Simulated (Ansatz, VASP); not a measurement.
# One calculation of KTaSe3, two programs

```
CELL_PARAMETERS angstrom
4.89870 0.00000 0.00000
0.00000 4.89870 0.00000
0.00000 0.00000 4.89870
ATOMIC_POSITIONS crystal
K 0.00000 0.00000 0.00000
Ta 0.50000 0.50000 0.50000
Se 0.00000 0.50000 0.50000
Se 0.50000 0.00000 0.50000
Se 0.50000 0.50000 0.00000
```

Change from the starting cell: species swapped into the TlCuCl3 type (Pm-3m, No. 221).

Alike in both runs: task single point; functional PBE; k mesh 4 × 4 × 4; occupations gaussian, width 0.1 eV; no spin polarisation.

```csv
,VASP,Ansatz
version,VASP 6.6.1,Ansatz 0.2.0
potentials or method,"VASP PAW PBE potentials, release 64 (K_sv, Ta_pv, Se), cutoff 520 eV","scalar-relativistic, plane waves, PAW"
valence electrons in the cell,38,70
```

VASP gave:

- gap on the k mesh at the Fermi level (eV): none
- pressure (GPa): 11.1

Problem. What did Ansatz give for the same quantities?

Solution. gap on the k mesh at the Fermi level (eV): none; pressure (GPa): 10.8.

A gap of «none» marks a metal or a gap that the smearing closes. VASP's potentials hold 38 valence electrons a cell and Ansatz's 70, so a difference there can come from the potentials and not from the codes.

Spin-orbit coupling is off throughout.
